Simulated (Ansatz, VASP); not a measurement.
## One calculation of CdF2, two programs

Contents of INCAR:

```
SYSTEM = CdF2
PREC     = Accurate       ! precision mode
ENCUT    = 700            ! plane-wave cutoff, eV
EDIFF    = 1E-6           ! SCF threshold, eV
ISMEAR   = -1             ! smearing method
SIGMA    = 0.05           ! smearing width, eV
LREAL    = .False.        ! projectors in reciprocal space
LASPH    = .True.         ! aspherical terms in the spheres
NELM     = 120            ! most SCF steps
ALGO     = Normal         ! electronic algorithm
ISIF     = 2              ! what is computed and relaxed
LWAVE    = .False.        ! write WAVECAR
LCHARG   = .False.        ! write CHGCAR
GGA      = CA             ! functional
NBANDS   = 24             ! bands
GGA_COMPAT= .False.
```

The input KPOINTS:

```
Automatic mesh
0
Gamma
  9 9 9
  0 0 0
```

The input POSCAR:

```
CdF2
1.0
    0.0000000000      2.6940000000      2.6940000000
    2.6940000000      0.0000000000      2.6940000000
    2.6940000000      2.6940000000      0.0000000000
Cd F
1 2
Direct
    0.0000000000      0.0000000000      0.0000000000
    0.7500000000      0.7500000000      0.7500000000
    0.2500000000      0.2500000000      0.2500000000
```

File input.yaml:

```yaml
crystal:
  lattice:
    - [0.0, 2.694, 2.694]
    - [2.694, 0.0, 2.694]
    - [2.694, 2.694, 0.0]
  atoms:
    - { symbol: Cd, position: [0.0, 0.0, 0.0] }
    - { symbol: F, position: [0.75, 0.75, 0.75] }
    - { symbol: F, position: [0.25, 0.25, 0.25] }
hamiltonian:
  xc: lda
  pseudopotentials: { kind: paw }
kpoints:
  mp_grid: { grid: [9, 9, 9] }
  band_path:
    path:
      - [[0.0, 0.0, 0.0], [0.5, 0.0, 0.5], [0.5, 0.25, 0.75], [0.375, 0.375, 0.75], [0.0, 0.0, 0.0], [0.5, 0.5, 0.5], [0.625, 0.25, 0.625], [0.5, 0.25, 0.75], [0.5, 0.5, 0.5], [0.375, 0.375, 0.75]]
      - [[0.625, 0.25, 0.625], [0.5, 0.0, 0.5]]
    npoints: 14
scf:
  occupations: { method: fermi_dirac, width: 0.05 }
  n_extra_bands: 7
output:
  forces: true
  stress: true
  eigenvalues: true
  fatbands: true
```

Alike in both runs: functional LDA; k mesh 9 × 9 × 9; occupations fermi-dirac, width 0.05 eV; no spin polarisation.

|  | VASP | Ansatz |
| --- | --- | --- |
| version | VASP 6.6.1 | Ansatz 0.2.0 |
| potentials or method | VASP PAW LDA potentials, release 64 (Cd_sv_GW, F) | Ansatz PAW |
| plane-wave cutoff (eV) | 700 | 420 |
| valence electrons in the cell | 34 | 34 |
| task | single point | band structure |

```csv
,VASP,Ansatz,Ansatz less VASP
gap on the k mesh at the Fermi level (eV),2.84,2.84,-0.005
least direct gap on the mesh (eV),3.30,3.29,-0.010
pressure (GPa),-5.9,-5.7,+0.23
```

LDA's correlation is that of Perdew and Zunger in VASP and of Perdew and Wang (1992) in Ansatz.
